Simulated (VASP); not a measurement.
A run of VASP 6.6.1 is set up as follows.

The input INCAR:

```
SYSTEM = MgH12Cl2O6
PREC = Accurate
ENCUT = 520
EDIFF = 1E-6
ISMEAR = -1
SIGMA = 0.05
LREAL = .False.
LASPH = .True.
NELM = 120
ALGO = Normal
ISIF = 2
LWAVE = .False.
LCHARG = .False.
GGA = PE
IVDW = 12
NBANDS = 48
GGA_COMPAT = .False.
```

File KPOINTS:

```
Automatic mesh
0
Gamma
  1 1 1
  0 0 0
```

Contents of POSCAR:

```
MgH12Cl2O6
1.0
    6.0495890000      0.0000000000      0.0000000000
    0.0000000000      6.0495890000      0.0000000000
    0.0000000000      0.0000000000      6.0495890000
O H Mg Cl
6 12 1 2
Direct
    0.8752164816      0.8863742644      0.8637942181
    0.6164881614      0.7125277436      0.2889287190
    0.1117265983      0.5928832521      0.6164385713
    0.4049035397     -0.0462180158      0.6490854172
    0.5858083913      0.4305416451     -0.0757241525
    0.1667055398      0.5591950131      0.1656145566
    0.8740263182      0.9797690389      0.7243136683
    0.9721156264      0.9661152187      0.9739835219
    0.6316462160      0.6151988176      0.1590521273
    0.6844431911      0.8578268706      0.2416362500
    0.0090584666      0.6715332232      0.7326448127
    0.0371430191      0.4477824857      0.5929328422
    0.3384362144     -0.0205799105      0.8077242933
    0.5250439327      0.0567476567      0.6103059233
    0.5460536245      0.2764154722     -0.0255885152
    0.6811537114      0.4010850985     -0.2029724664
    0.2405122067      0.5188782246      0.0206129706
    0.0937914956      0.4351369986      0.2220150823
    0.2990781688      0.7799042216      0.3936961668
    0.8279240127      0.1872028001      0.4725279684
    0.2640509959      0.0813939592      1.0991655797
```

Potentials or basis: VASP PAW PBE potentials, release 64 (O, H, Mg, Cl).

Launch:

```console
$ cat potpaw_PBE.64/O/POTCAR potpaw_PBE.64/H/POTCAR potpaw_PBE.64/Mg/POTCAR potpaw_PBE.64/Cl/POTCAR > POTCAR
$ mpirun -np 1 vasp_gam > vasp.out
```

(1) Predict the pressure.

(2) Estimate the dispersion energy per atom.

(3) Estimate the largest force.

(4) Estimate the band gap on the k mesh.

## Answers

(1) -1.5 GPa.

(2) -0.063 eV.

(3) 2.953 eV/Å.

(4) 4.70 eV.

Caveat: the k points lie up to 1.04 Å⁻¹ apart.
